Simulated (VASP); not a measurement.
# HfB2 (P6/mmm) in VASP: a series of runs

The runs below take HfB2 through vibrations by perturbation theory, elastic constants, with PBEsol.

Program: VASP 6.6.1. These are calculated values, not measurements. Logs are shortened: lines on timing, memory, paths and dates and some standing lists are left out, and cuts for length are marked.

## Step 1: The cell of the first run

It takes space group P6/mmm (No. 191, hexagonal). The conventional cell has a = 3.140 Å, b = 3.140 Å, c = 3.480 Å, α = 90.00°, β = 90.00°, γ = 120.00°. Within 3.3 Å of Hf (site symmetry 6/mmm) lie 12 B at 2.51 Å and 6 Hf at 3.14 Å. Within 2.4 Å of B (site symmetry -6m2) lie 3 B at 1.81 Å.

## Step 2: Vibrations by perturbation theory, PBEsol

INCAR reads:

```
PREC = Accurate
ENCUT = 520
EDIFF = 1E-8
ISMEAR = -1
SIGMA = 0.05
LREAL = False
LASPH = True
NELM = 100
ALGO = Normal
ISIF = 2
LWAVE = False
LCHARG = False
GGA = PS
IBRION = 8
NSW = 1
```

KPOINTS reads:

```
regular mesh
0
Gamma
  8 8 8
```

POSCAR reads:

```
HfB2
1.0
    3.1400000000      0.0000000000      0.0000000000
   -1.5700000000      2.7193197679      0.0000000000
    0.0000000000      0.0000000000      3.4800000000
Hf B
1 2
Direct
    0.0000000000      0.0000000000      0.0000000000
    0.6666666667      0.3333333333      0.5000000000
    0.3333333333      0.6666666667      0.5000000000
```

Potentials or basis: VASP PAW PBE potentials, release 64 (Hf_pv, B).

The run is started by

```bash
> cat potpaw_PBE.64/Hf_pv/POTCAR potpaw_PBE.64/B/POTCAR > POTCAR
> mpirun -np 1 vasp_std > vasp.out
```

OUTCAR:

```text
PREC = Accurate
   ENCUT = 520
   EDIFF = 1E-8
   ISMEAR = -1
   LREAL = False
   LASPH = True
   NELM = 100
   ISIF = 2
   GGA = PS
   IBRION = 8
   NSW = 1

 ion  position               nearest neighbor table
   1  0.000  0.000  0.000-   2 2.51   3 2.51   2 2.51   3 2.51   2 2.51   2 2.51   3 2.51   3 2.51
                             2 2.51   2 2.51   3 2.51   3 2.51
   2  0.667  0.333  0.500-   3 1.81   3 1.81   3 1.81   1 2.51   1 2.51   1 2.51   1 2.51   1 2.51
                             1 2.51
   3  0.333  0.667  0.500-   2 1.81   2 1.81   2 1.81   1 2.51   1 2.51   1 2.51   1 2.51   1 2.51
                             1 2.51

  LATTYP: Found a hexagonal cell.
 ALAT       =     3.1400000000
 C/A-ratio  =     1.1082802548

  Lattice vectors:

 A1 = (   3.1400000000,   0.0000000000,   0.0000000000)
 A2 = (  -1.5700000000,   2.7193197679,   0.0000000000)
 A3 = (   0.0000000000,   0.0000000000,   3.4800000000)

Analysis of symmetry for initial positions (statically):
=====================================================================
 Subroutine PRICEL returns:
 Original cell was already a primitive cell.

 Routine SETGRP: Setting up the symmetry group for a
 hexagonal supercell.

 Subroutine GETGRP returns: Found 24 space group operations
 (whereof 24 operations were pure point group operations)
 out of a pool of 24 trial point group operations.

The static configuration has the point symmetry D_6h.

Analysis of symmetry for dynamics (positions and initial velocities):
=====================================================================
 Subroutine PRICEL returns:
 Original cell was already a primitive cell.

 Routine SETGRP: Setting up the symmetry group for a
 hexagonal supercell.

 Subroutine GETGRP returns: Found 24 space group operations
 (whereof 24 operations were pure point group operations)
 out of a pool of 24 trial point group operations.

The dynamic configuration has the point symmetry D_6h.

 Subroutine INISYM returns: Found 24 space group operations
 (whereof 24 operations are pure point group operations),
 and found     1 'primitive' translations

----------------------------------------------------------------------------------------

                                     Primitive cell

  volume of cell :      29.7146

  direct lattice vectors                    reciprocal lattice vectors
     3.140000000  0.000000000  0.000000000     0.318471338  0.183869512  0.000000000
    -1.570000000  2.719319768  0.000000000     0.000000000  0.367739025  0.000000000
     0.000000000  0.000000000  3.480000000     0.000000000  0.000000000  0.287356322

  length of vectors
     3.140000000  3.140000000  3.480000000     0.367739025  0.367739025  0.287356322

  position of ions in fractional coordinates (direct lattice)
     0.000000000  0.000000000  0.000000000
     0.666666667  0.333333333  0.500000000
     0.333333333  0.666666667  0.500000000

  ion indices of the primitive-cell ions
   primitive index   ion index
                 1           1
                 2           2
                 3           3

----------------------------------------------------------------------------------------

 KPOINTS: regular mesh

Automatic generation of k-mesh.
 Grid dimensions read from file:
 generate k-points for:    8    8    8

 Generating k-lattice:

  Cartesian coordinates                     Fractional coordinates (reciprocal lattice)
     0.039808917  0.022983689  0.000000000     0.125000000  0.000000000  0.000000000
     0.000000000  0.045967378  0.000000000     0.000000000  0.125000000  0.000000000
     0.000000000  0.000000000  0.035919540     0.000000000  0.000000000  0.125000000

  Length of vectors
     0.045967378  0.045967378  0.035919540

  Shift w.r.t. Gamma in fractional coordinates (k-lattice)
     0.000000000  0.000000000  0.000000000

 Subroutine IBZKPT returns following result:
 ===========================================

 Found     50 irreducible k-points:

 Following reciprocal coordinates:
            Coordinates               Weight
  0.000000  0.000000  0.000000      1.000000
  0.125000  0.000000  0.000000      6.000000
  0.250000  0.000000  0.000000      6.000000
  0.375000  0.000000  0.000000      6.000000
  0.500000  0.000000  0.000000      3.000000
[... 54 lines left out ...]
   EFERMI_NEDOS =   21; number of points for ismear=-14 and -15
   IALGO  =     38    algorithm
   IMIX   =      4    mixing-type and parameters
     AMIX     =   0.40;   BMIX     =  1.00
     AMIX_MAG =   1.60;   BMIX_MAG =  1.00
  volume/ion in A,a.u.               =       9.90        66.84
  Fermi-wavevector in a.u.,A,eV,Ry     =   1.331860  2.516850 24.134693  1.773850
  Thomas-Fermi vector in A             =   2.460838
   LORBIT       =      0    0 simple, 1 ext, 2 COOP (PROOUT), +10 PAW based schemes
   GGA     = PS    functional components
   LHFCALC =     F    Hartree Fock is set to
   AEXX    =    0.0000 exact exchange contribution
   IVDW    =     0    specifies the selected vdW correction
   LEPSILON=     F    determine dielectric tensor
   LRPA    =     F    only Hartree local field effects (RPA)
 non-spin polarized calculation
  energy-cutoff  :      520.00
  volume of cell :       29.71
 maximum number of plane-waves:       816
 NGX is ok and might be reduce to    24
   NGX = 11   NGY = 11   NGZ = 13

--------------------------------------- Ionic step        1  -------------------------------------------

 number of electron      15.9999998 magnetization

 Free energy of the ion-electron system (eV)
  ---------------------------------------------------
  ext. energy  EPLUGINS =         0.00000000
  ---------------------------------------------------
  free energy    TOTEN  =       -27.85436165 eV

  energy without entropy =      -27.85147705  energy(sigma->0) =      -27.85291935

 E-fermi :   7.5221     XC(G=0): -12.6813

 val. band max:        7.5139457536   @ k =   0.1250   0.1250   0.2500
 cond. band min:       7.6708807672   @ k =   0.0000   0.0000   0.2500
 fundamental gap:      0.1569350137
 Fermi energy:         7.5221453752

 k-point     1 :       0.0000    0.0000    0.0000
  band No.  band energies     occupation
      1     -23.0263      2.00000
      2     -22.5103      2.00000
      3     -22.5103      2.00000
      4      -6.1755      2.00000
      5       4.5113      2.00000
      6       4.6632      2.00000
      7       4.6632      2.00000
      8       4.7994      2.00000
      9      11.5454      0.00000
     10      11.5454      0.00000
     11      12.2184      0.00000
     12      12.2184      0.00000
[... 331 lines left out ...]
 k-point    24 :       0.3750    0.0000    0.2500
  band No.  band energies     occupation
      1     -23.1520      2.00000
      2     -23.0344      2.00000
      3     -22.6491      2.00000
      4      -3.1712      2.00000
      5      -0.0524      2.00000
      6       3.4750      2.00000
      7       3.6001      2.00000
      8       4.8631      2.00000
      9       9.1793      0.00000
     10      11.3789      0.00000
     11      12.7035      0.00000
     12      13.5022      0.00000

 [... further k-points ...]

------------------------ aborting loop because EDIFF is reached ----------------------------------------

  FORCE on cell =-STRESS in cart. coord.  units (eV):
  Direction    XX          YY          ZZ          XY          YZ          ZX
  --------------------------------------------------------------------------------------
  -------------------------------------------------------------------------------------
  Total       -0.7061333     -0.7061333     -1.0896430      0.0000000     -0.0000000     -0.0000000
  in kB      -38.0739638    -38.0739638    -58.7524059      0.0000000     -0.0000000     -0.0000000
  external PRESSURE =     -44.9667778 kB  Pullay stress =       0.0000000 kB

 VOLUME and BASIS-vectors are now :
 -----------------------------------------------------------------------------
  energy-cutoff  :      520.00
  volume of cell :       29.71
      direct lattice vectors                 reciprocal lattice vectors
     3.140000000  0.000000000  0.000000000     0.318471338  0.183869512  0.000000000
    -1.570000000  2.719319768  0.000000000     0.000000000  0.367739025  0.000000000
     0.000000000  0.000000000  3.480000000     0.000000000  0.000000000  0.287356322

 POSITION                                       TOTAL-FORCE (eV/Angst)
 -----------------------------------------------------------------------------------
      0.00000      0.00000      0.00000        -0.000000     -0.000000     -0.000000
      1.57000      0.90644      1.74000        -0.000000      0.000000      0.000000
     -0.00000      1.81288      1.74000         0.000000     -0.000000     -0.000000
 -----------------------------------------------------------------------------------
    total drift:                               -0.000000      0.000000      0.000000

  FREE ENERGIE OF THE ION-ELECTRON SYSTEM (eV)
  ---------------------------------------------------
  free  energy   TOTEN  =       -27.8543616472 eV

  energy  without entropy=      -27.8514770499  energy(sigma->0) =      -27.85291935

[... ionic steps 2 to 3 ...]

--------------------------------------- Ionic step        4  -------------------------------------------

------------------------ aborting loop because EDIFF is reached ----------------------------------------
[... 11 lines left out ...]
[... ionic steps 8 to 8 ...]

--------------------------------------- Ionic step        9  -------------------------------------------

 Free energy of the ion-electron system (eV)
  ---------------------------------------------------
  ---------------------------------------------------
  free energy    TOTEN  =        -0.04516652 eV

  energy without entropy =       -0.04516652

------------------------ aborting loop because EDIFF is reached ----------------------------------------

 INTERNAL STRAIN TENSOR  FOR ION    2  DIRECTION 3   (eV/Angst):
 -----------------------------------------------------------------------------
    -0.00673  0.00000  0.00000
    -0.00000 -0.00673  0.00000
     0.00000  0.00000  0.01194

 INTERNAL STRAIN TENSOR FOR ION    3 for displacements in x,y,z  (eV/Angst):
          X           Y           Z          XY          YZ          ZX
  --------------------------------------------------------------------------------
  x    -0.00000     0.00000     0.00000    -0.08236     0.00000     0.00000
  y    -0.08236     0.08236     0.00000     0.00000     0.00000     0.00000
  z     0.00000     0.00000     0.00000     0.00000    -0.00000     0.00000

 SECOND DERIVATIVES (NOT SYMMETRIZED)
 ------------------------------------
               1X          1Y          1Z          2X          2Y          2Z          3X          3Y          3Z
  1X   -13.545847    0.000000    0.000000    6.772923    0.000000    0.000000    6.772923    0.000000    0.000000
  1Y     0.000000  -13.545847    0.000000    0.000000    6.772923    0.000000    0.000000    6.772923    0.000000
  1Z     0.000000   -0.000000  -14.967063    0.000000    0.000000    7.483532    0.000000    0.000000    7.483532
  2X     6.776105    0.000000    0.000000  -16.016136    0.000000    0.000000    9.240031    0.000000    0.000000
  2Y     0.000000    6.776105    0.000000    0.000000  -16.016136    0.000000    0.000000    9.240031    0.000000
  2Z     0.000000    0.000000    7.488224    0.000000    0.000000   -9.406738    0.000000    0.000000    1.918515
  3X     6.776105    0.000000    0.000000    9.240031    0.000000    0.000000  -16.016136    0.000000    0.000000
  3Y     0.000000    6.776105    0.000000    0.000000    9.240031    0.000000    0.000000  -16.016136    0.000000
  3Z     0.000000    0.000000    7.488224    0.000000    0.000000    1.918515    0.000000    0.000000   -9.406738

 Eigenvectors and eigenvalues of the dynamical matrix
 ----------------------------------------------------

   1 f  =   23.894696 THz   150.134802 2PiTHz  797.041261 cm-1    98.820477 meV
             X         Y         Z           dx          dy          dz
      0.000000  0.000000  0.000000    -0.000000    0.000000    0.000000
      1.570000  0.906440  1.740000     0.000014   -0.707107    0.000000
     -0.000000  1.812880  1.740000    -0.000014    0.707107   -0.000000
[... 43 lines left out ...]
   9 f/i=    0.001340 THz     0.008419 2PiTHz    0.044697 cm-1     0.005542 meV
             X         Y         Z           dx          dy          dz
      0.000000  0.000000  0.000000    -0.000000   -0.000000   -0.944463
      1.570000  0.906440  1.740000    -0.000000   -0.000000   -0.232367
     -0.000000  1.812880  1.740000    -0.000000   -0.000000   -0.232367

--------------------------------------------------------------------------------------------------------

 ELASTIC MODULI CONTR FROM IONIC RELAXATION (kBar)
 Direction    XX          YY          ZZ          XY          YZ          ZX
 --------------------------------------------------------------------------------
 XX          -0.0290      0.0290      0.0000     -0.0000      0.0000      0.0000
 YY           0.0290     -0.0290      0.0000      0.0000     -0.0000      0.0000
 ZZ           0.0000      0.0000      0.0000      0.0000      0.0000      0.0000
 XY          -0.0000      0.0000      0.0000     -0.0290     -0.0000      0.0000
 YZ           0.0000     -0.0000      0.0000     -0.0000     -0.0000      0.0000
 ZX           0.0000      0.0000      0.0000      0.0000      0.0000      0.0000
 --------------------------------------------------------------------------------
```

Wall time 6.4 min (1 thread of Intel Xeon 8259CL, shared host); peak memory 0.29 GiB.

Results:

```
Highest phonon frequency at Γ : 797 cm⁻¹
```

Phonon frequencies in cm⁻¹ (negative: imaginary):
| q point | frequencies |
| --- | --- |
| (0.000, 0.000, 0.000) | 0 0 0 437 437 460 534 797 797 |

Caveat: the cell stands under pressure or tension, which shifts response properties; the PAW data sets were made with another functional, which shifts forces and pressure a little; spin-orbit coupling is left out, which moves the levels of the heavy elements.

(Continued in part 2 of 2.)
